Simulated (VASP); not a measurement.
Crystal: Na3FeSb.

```
Na Fe Sb
1.0
     4.57311    0.00000    0.00000
     0.00000    4.57311    0.00000
     0.00000    0.00000    4.57311
Na Fe Sb
3 1 1
Direct
  0.00000 0.50000 0.50000
  0.50000 0.00000 0.50000
  0.50000 0.50000 0.00000
  0.00000 0.00000 0.00000
  0.50000 0.50000 0.50000
```

```yaml
Program: VASP 6.6.1
Task: relaxation of cell and atoms
Functional: PBE
Potentials_or_basis: VASP PAW PBE potentials, release 64 (Na_pv, Fe, Sb)
Cutoff: 600 eV
k_mesh: 4 × 4 × 4
Occupations: gaussian, width 0.1 eV
Spin: collinear spin, ferromagnetic start
Starting_moments: "[0.0, 0.0, 0.0, 3.58, 0.0] μB"
```

At the start: pressure 37.8 GPa; volume 19.13 Å³/atom.

Q: How do energy, volume and symmetry change on relaxing?

A: Over 5 steps the energy falls by 1395.7 meV/atom and the volume is 40.62 Å³/atom (+112.4 %); space group Pm-3m (No. 221, to 0.1 Å) before and after; moment 3.99 μB per cell.

The path:
| step | energy change (eV) | largest force (eV/Å) | pressure (GPa) | volume (Å³) |
| --- | --- | --- | --- | --- |
| 1 | 0.0000 | 0.0000 | 37.78 | 95.64 |
| 2 | -6.6359 | 0.0000 | 2.46 | 172.64 |
| 3 | -6.7757 | 0.0000 | 1.14 | 185.26 |
| 4 | -6.9612 | 0.0000 | -0.49 | 212.34 |
| 5 | -6.9784 | 0.0000 | -0.07 | 203.10 |

Final structure:
```cif
data_structure
_symmetry_space_group_name_H-M 'P 1'
_symmetry_Int_Tables_number 1
_cell_length_a 5.8781
_cell_length_b 5.8781
_cell_length_c 5.8781
_cell_angle_alpha 90.000
_cell_angle_beta 90.000
_cell_angle_gamma 90.000
_cell_volume 203.10
loop_
_atom_site_label
_atom_site_type_symbol
_atom_site_fract_x
_atom_site_fract_y
_atom_site_fract_z
_atom_site_occupancy
Na1 Na 0.00000 0.50000 0.50000 1
Na2 Na 0.50000 0.00000 0.50000 1
Na3 Na 0.50000 0.50000 0.00000 1
Fe1 Fe 0.00000 0.00000 0.00000 1
Sb1 Sb 0.50000 0.50000 0.50000 1
```

Caveat: the volume moved by over 15 % at a fixed basis, so the end points are rough; a cell with one magnetic atom can't hold antiferromagnetic order, which such compounds often take.
